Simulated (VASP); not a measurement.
# GaN (Imm2) in VASP: G0W0 quasiparticle levels with PBEsol

Aim: the G0W0 quasiparticle levels of GaN with PBEsol.

Everything below comes from runs of VASP 6.6.1. Logs are shortened: lines on timing, memory, paths and dates and some standing lists are left out, and cuts for length are marked.

### 1 The cell of the first run

It takes space group Imm2 (No. 44, orthorhombic). Conventional cell: a = 3.149 Å, b = 3.199 Å, c = 4.453 Å, α = 90.00°, β = 90.00°, γ = 90.00°. Within 2.6 Å of Ga (site symmetry mm2) lie 4 N at 1.93 to 1.94 Å. Within 2.6 Å of N (site symmetry mm2) lie 4 Ga at 1.93 to 1.94 Å.

### 2 G0W0 quasiparticle levels, PBEsol

The input, POSCAR:

```
GaN
1.0
    0.0178997625      2.2444666898      2.2265669273
    2.2444666898      0.0178997625      2.2265669273
    2.2623664523      2.2623664523      0.0000000000
Ga N
1 1
Direct
    0.0012901430      0.0012901430     -0.0012901430
    0.2487098570      0.2487098570      0.2512901430
```

The input, INCAR.step1:

```
PREC     = Accurate       # precision mode
ENCUT    = 500            # plane-wave cutoff, eV
EDIFF    = 1E-8           # SCF threshold, eV
ISMEAR   = 0              # smearing method
SIGMA    = 0.01           # smearing width, eV
LREAL    = False          # projectors in reciprocal space
LASPH    = True           # aspherical terms in the spheres
NELM     = 80             # most SCF steps
ALGO     = Normal         # electronic algorithm
LWAVE    = True           # write WAVECAR
LCHARG   = False          # write CHGCAR
GGA      = PS             # functional
```

The input, INCAR.step2:

```
PREC     = Accurate       # precision mode
ENCUT    = 500            # plane-wave cutoff, eV
EDIFF    = 1E-8           # SCF threshold, eV
ISMEAR   = 0              # smearing method
SIGMA    = 0.01           # smearing width, eV
LREAL    = False          # projectors in reciprocal space
LASPH    = True           # aspherical terms in the spheres
NELM     = 1              # most SCF steps
ALGO     = Exact          # electronic algorithm
LWAVE    = True           # write WAVECAR
LCHARG   = False          # write CHGCAR
GGA      = PS             # functional
NBANDS   = 132            # bands
LOPTICS  = True           # frequency-dependent dielectric function
ISTART   = 1
```

The input, INCAR.step3:

```
PREC     = Accurate       # precision mode
ENCUT    = 500            # plane-wave cutoff, eV
EDIFF    = 1E-8           # SCF threshold, eV
ISMEAR   = 0              # smearing method
SIGMA    = 0.01           # smearing width, eV
LREAL    = False          # projectors in reciprocal space
LASPH    = True           # aspherical terms in the spheres
ALGO     = EVGW0          # electronic algorithm
LWAVE    = False          # write WAVECAR
LCHARG   = False          # write CHGCAR
GGA      = PS             # functional
NELMGW   = 1            
NBANDS   = 132            # bands
ENCUTGW  = 180.0          # cutoff of the response function
NOMEGA   = 96             # frequency points
PRECFOCK = Fast         
ISTART   = 1            
NBANDSGW = 17           
OMEGAMAX = 30
```

The input, KPOINTS:

```
regular mesh
0
Gamma
  6 6 6
```

Potentials or basis: VASP PAW PBE potentials, release 64 (Ga_d_GW, N_GW).

On the command line:

```console
cat potpaw_PBE.64/Ga_d_GW/POTCAR potpaw_PBE.64/N_GW/POTCAR > POTCAR
cp INCAR.step1 INCAR
mpirun -np 1 vasp_std > vasp.out
cp INCAR.step2 INCAR
mpirun -np 1 vasp_std > vasp.out
cp INCAR.step3 INCAR
mpirun -np 1 vasp_std > vasp.out
```

OUTCAR:

```text
PREC = Accurate
   ENCUT = 500
   EDIFF = 1E-8
   ISMEAR = 0
   LREAL = False
   LASPH = True
   GGA = PS
   NELMGW = 1
   ENCUTGW = 180.0
   PRECFOCK = Fast
   ISTART = 1

 ion  position               nearest neighbor table
   1  0.001  0.001  0.999-   2 1.93   2 1.93   2 1.94   2 1.94
   2  0.249  0.249  0.251-   1 1.93   1 1.93   1 1.94   1 1.94

  LATTYP: Found a body centered orthorhombic cell.
 ALAT       =     3.1488411461
 B/A-ratio  =     1.0160783512
 C/A-ratio  =     1.4142135624

  Lattice vectors:

 A1 = (   2.2444666898,   0.0178997625,  -2.2265669273)
 A2 = (  -2.2444666898,  -0.0178997625,  -2.2265669273)
 A3 = (   0.0178997625,   2.2444666898,   2.2265669273)

Analysis of symmetry for initial positions (statically):
=====================================================================
 Subroutine PRICEL returns:
 Original cell was already a primitive cell.

 Routine SETGRP: Setting up the symmetry group for a
 body centered orthorhombic supercell.

 Subroutine GETGRP returns: Found  4 space group operations
 (whereof  4 operations were pure point group operations)
 out of a pool of  8 trial point group operations.

The static configuration has the point symmetry C_2v.

Analysis of symmetry for dynamics (positions and initial velocities):
=====================================================================
 Subroutine PRICEL returns:
 Original cell was already a primitive cell.

 Routine SETGRP: Setting up the symmetry group for a
 body centered orthorhombic supercell.

 Subroutine GETGRP returns: Found  4 space group operations
 (whereof  4 operations were pure point group operations)
 out of a pool of  8 trial point group operations.

The dynamic configuration has the point symmetry C_2v.

 Subroutine INISYM returns: Found  4 space group operations
 (whereof  4 operations are pure point group operations),
 and found     1 'primitive' translations

----------------------------------------------------------------------------------------

                                     Primitive cell

  volume of cell :      22.4318

  direct lattice vectors                    reciprocal lattice vectors
     0.017899762  2.244466690  2.226566927    -0.224560957  0.224560957  0.224560957
     2.244466690  0.017899762  2.226566927     0.224560957 -0.224560957  0.224560957
     2.262366452  2.262366452  0.000000000     0.221007520  0.221007520 -0.224560957

  length of vectors
     3.161574197  3.161574197  3.199469320     0.388950987  0.388950987  0.384858768

  position of ions in fractional coordinates (direct lattice)
     0.001290143  0.001290143  0.998709857
     0.248709857  0.248709857  0.251290143

  ion indices of the primitive-cell ions
   primitive index   ion index
                 1           1
                 2           2

----------------------------------------------------------------------------------------

 KPOINTS: regular mesh

Automatic generation of k-mesh.
 Grid dimensions read from file:
 generate k-points for:    6    6    6

 Generating k-lattice:

  Cartesian coordinates                     Fractional coordinates (reciprocal lattice)
    -0.037426826  0.037426826  0.037426826     0.166666667  0.000000000  0.000000000
     0.037426826 -0.037426826  0.037426826     0.000000000  0.166666667  0.000000000
     0.036834587  0.036834587 -0.037426826    -0.000000000 -0.000000000  0.166666667

  Length of vectors
     0.064825164  0.064825164  0.064143128

  Shift w.r.t. Gamma in fractional coordinates (k-lattice)
     0.000000000  0.000000000  0.000000000

 Subroutine IBZKPT returns following result:
 ===========================================

 Found     46 irreducible k-points:

 Following reciprocal coordinates:
            Coordinates               Weight
  0.000000  0.000000  0.000000      1.000000
  0.166667  0.000000  0.000000      4.000000
  0.333333  0.000000  0.000000      4.000000
  0.500000  0.000000  0.000000      2.000000
  0.166667  0.166667  0.000000      2.000000
  0.333333  0.166667  0.000000      4.000000
[... 16 lines left out ...]
 -0.166667  0.333333  0.166667      4.000000
  0.500000  0.500000  0.166667      4.000000
 [... further k-points ...]
   k-points           NKPTS =     46   k-points in BZ     NKDIM =    216   number of bands    NBANDS=    132
   number of dos      NEDOS =    301   number of ions     NIONS =      2
   total plane-waves  NPLWV =  13824
   dimension x,y,z NGX =    24 NGY =   24 NGZ =   24
   dimension x,y,z NGXF=    48 NGYF=   48 NGZF=   48
   ions per type =               1   1
   NGX,Y,Z   is equivalent  to a cutoff of  12.62, 12.62, 12.47 a.u.
   NGXF,Y,Z  is equivalent  to a cutoff of  25.24, 25.24, 24.94 a.u.
 SYSTEM =  unknown system
   PREC   = accura    normal or accurate (medium, high low for compatibility)
   ISTART =      1    job   : 0-new  1-cont  2-samecut
   ICHARG =      0    charge: 1-file 2-atom 10-const
   ISPIN  =      1    spin polarized calculation?
   LNONCOLLINEAR =      F non collinear calculations
   LSORBIT =      F    spin-orbit coupling
   LASPH  =      T    aspherical Exc in radial PAW
   ENCUT  =  500.0 eV  36.75 Ry    6.06 a.u.   5.76  5.76  5.83*2*pi/ulx,y,z
   NELM   =     60;   NELMIN=  2; NELMDL=  0     # of ELM steps
   EDIFF  = 0.1E-07   stopping-criterion for ELM
   LREAL  =      F    real-space projection
   EDIFFG = 0.1E-06   stopping-criterion for IOM
   NSW    =      0    number of steps for IOM
   IBRION =     -1    ionic relax: 0-MD 1-quasi-New 2-CG
   NFREE  =      0    steps in history (QN), initial steepest desc. (CG)
   ISIF   =      0    stress and relaxation
   ISYM   =      3    0-nonsym 1-usesym 2-fastsym
   POTIM  = 0.5000    time-step for ionic-motion
   TEBEG  =    0.0;   TEEND  =   0.0 temperature during run
   PSTRESS=    0.0 pullay stress
   NELECT =      18.0000    total number of electrons
   NUPDOWN=      -1.0000    fix difference up-down
   EMIN   =  10.00;   EMAX   =-10.00  energy-range for DOS
   EFERMI =   0.00;   METHOD = LEGACY
   ISMEAR =     0;   SIGMA  =   0.01  broadening in eV -4-tet -1-fermi 0-gaus
   EFERMI_NEDOS =   21; number of points for ismear=-14 and -15
   IALGO  =     38    algorithm
   IMIX   =      4    mixing-type and parameters
     AMIX     =   0.40;   BMIX     =  1.00
     AMIX_MAG =   1.60;   BMIX_MAG =  1.00
  volume/ion in A,a.u.               =      11.22        75.69
  Fermi-wavevector in a.u.,A,eV,Ry     =   1.521286  2.874814 31.488111  2.314311
  Thomas-Fermi vector in A             =   2.630022
   LORBIT       =      0    0 simple, 1 ext, 2 COOP (PROOUT), +10 PAW based schemes
   GGA     = PS    functional components
   LHFCALC =     T    Hartree Fock is set to
   PRECFOCK=fast      Normal, Fast or Accurate (Low or Medium for compatibility)
   ENCUT4O =  -1.0   cutoff for four orbital integrals eV
   NKREDX  =     1    reduce k-point grid by
   NKREDY  =     1    reduce k-point grid by
   NKREDZ  =     1    reduce k-point grid by
   AEXX    =    1.0000 exact exchange contribution
   HFSCREEN=    0.0000 screening length (either q_TF or 0.3 A-1)
   HFSCREENC=   0.0000 screening length for correlation (either q_TF or 0.3 A-1)
   ENCUTFOCK=  -1.0 apply spherical cutoff to Coloumb kernel
   IVDW    =     0    specifies the selected vdW correction
   LEPSILON=     F    determine dielectric tensor
   LRPA    =     F    only Hartree local field effects (RPA)
   LRPAFORCE           =     F    calculate RPA forces
   ENCUTGW             = 180.0    cutoff for response function in eV
   ENCUTGWSOFT         = 144.0    soft cutoff for Coulomb kernel in GW response function in eV
   ENCUTLF             =  -1.0    cutoff for local field effects
   NELMGW              =     1    number of iterations in solving QP/BSE equation
   NELMHF              =     1    number of iterations in the inner HF iteration
   NKREDLFX            =     1    NKREDLFY  =   1   NKREDLFZ  =   1
 non-spin polarized calculation
 Gauss-broadening in eV      SIGMA  =   0.01
  energy-cutoff  :      500.00
  volume of cell :       22.43
 maximum number of plane-waves:       584
  NGX = 14; NGY = 14; NGZ = 14
   NGX = 11   NGY = 11   NGZ = 11
 maximum number of plane-waves:       129

 QP shifts <psi_nk| G(iteration)W_0 |psi_nk>: iteration 1
 for sc-GW calculations column KS-energies equals QP-energies in previous step
 and V_xc(KS)=  KS-energies - (<T + V_ion + V_H > + <T+V_H+V_ion>^1  + <V_x>^1)

 k-point   1 :       0.0000    0.0000    0.0000
  band No.  KS-energies  QP-energies   sigma(KS)   V_xc(KS)     V^pw_x(r,r')   Z            occupation Imag(sigma)

      1     -10.9218     -12.0703     -16.5531     -14.8284     -24.5458       0.6659       2.0000       1.0755
      2      -8.3072     -11.0822     -25.2484     -21.4298     -34.7012       0.7267       2.0000       0.2093
      3      -8.3009     -11.0790     -25.2722     -21.4497     -34.7320       0.7268       2.0000       0.2105
      4      -8.2958     -11.0726     -25.2672     -21.4465     -34.7281       0.7268       2.0000       0.2101
      5      -7.9588     -10.8492     -25.7127     -21.7773     -35.1475       0.7344       2.0000       0.1514
      6      -7.9588     -10.8492     -25.7127     -21.7773     -35.1475       0.7344       2.0000       0.1514
[... 9 lines left out ...]
     16      23.9573      24.4392      -9.3992     -10.0084      -3.0239       0.7909       0.0000      -0.6977
     17      24.1499      24.6420      -9.4616     -10.0854      -3.0422       0.7889       0.0000      -0.7010

 k-point   2 :       0.1667    0.0000    0.0000
  band No.  KS-energies  QP-energies   sigma(KS)   V_xc(KS)     V^pw_x(r,r')   Z            occupation Imag(sigma)

      1     -10.6173     -11.8467     -17.1587     -15.3359     -25.1931       0.6745       2.0000       1.0284
      2      -8.2704     -11.0531     -25.2979     -21.4720     -34.7585       0.7273       2.0000       0.2076
      3      -8.2603     -11.0448     -25.3171     -21.4893     -34.7853       0.7274       2.0000       0.2089
      4      -8.1772     -10.8799     -24.7423     -21.0356     -34.0474       0.7292       2.0000       0.2461
      5      -7.9614     -10.8448     -25.7036     -21.7706     -35.1406       0.7331       2.0000       0.1525
      6      -7.9614     -10.8448     -25.7036     -21.7706     -35.1406       0.7331       2.0000       0.1525
[... 9 lines left out ...]
     16      22.1314      22.7387     -10.0989     -10.8653      -4.3195       0.7924       0.0000      -0.4129
     17      25.9568      26.8510      -9.8467     -10.9788      -3.1159       0.7899       0.0000      -0.7868

 k-point   3 :       0.3333    0.0000    0.0000
  band No.  KS-energies  QP-energies   sigma(KS)   V_xc(KS)     V^pw_x(r,r')   Z            occupation Imag(sigma)
[... 421 lines left out ...]
      1      -9.8642     -11.6608     -20.7456     -18.1728     -29.4121       0.6983       2.0000       0.6999
      2      -8.1568     -10.9790     -25.4099     -21.5520     -34.8704       0.7315       2.0000       0.1956
      3      -8.1381     -10.9454     -25.3340     -21.4940     -34.7581       0.7311       2.0000       0.1973
      4      -8.0236     -10.8795     -25.5951     -21.6973     -35.0631       0.7327       2.0000       0.1772
      5      -7.9209     -10.8081     -25.7372     -21.8061     -35.1952       0.7344       2.0000       0.1562
      6      -6.8186      -8.9802     -22.4600     -19.4910     -30.8754       0.7281       2.0000       0.4242
[... 9 lines left out ...]
     16      27.8017      28.7348     -11.2014     -12.3801      -4.1959       0.7916       0.0000      -1.0119
     17      29.1126      29.8288      -9.9002     -10.7840      -3.2989       0.8104       0.0000      -0.9916

 k-point  24 :       0.5000    0.5000    0.1667
  band No.  KS-energies  QP-energies   sigma(KS)   V_xc(KS)     V^pw_x(r,r')   Z            occupation Imag(sigma)

      1      -9.7844     -11.6981     -21.3988     -18.6726     -30.2046       0.7020       2.0000       0.6381
      2      -8.1859     -10.9861     -25.1658     -21.3285     -34.5132       0.7297       2.0000       0.1892
      3      -8.0347     -10.8763     -25.6451     -21.7663     -35.1652       0.7326       2.0000       0.1955
      4      -8.0323     -10.8777     -25.5976     -21.7123     -35.0939       0.7323       2.0000       0.1868
      5      -7.8922     -10.7894     -25.7905     -21.8587     -35.2637       0.7369       2.0000       0.1553
      6      -6.4038      -8.4549     -22.2252     -19.4013     -30.4728       0.7263       2.0000       0.4422
[... 9 lines left out ...]
     16      27.8092      28.7134     -11.6170     -12.7677      -4.3852       0.7858       0.0000      -1.1049
     17      30.0089      30.8521      -9.9224     -10.9661      -3.2255       0.8080       0.0000      -0.9888

 [... further k-points ...]
```

Wall time 15 min (1 thread of Intel Xeon 6975P-C (Granite Rapids), shared host); peak memory 0.8 GiB.

Results:

* Quasiparticle gap: 3.02 eV
* Least direct quasiparticle gap: 3.02 eV
* Band gap of the starting levels on the mesh: 1.77 eV
* Least direct gap of the starting levels on the mesh: 1.77 eV

Caveat: the k points lie up to 0.41 Å⁻¹ apart; bands, screening cutoff and mesh are small and nothing is extrapolated, so the quasiparticle values aren't converged.
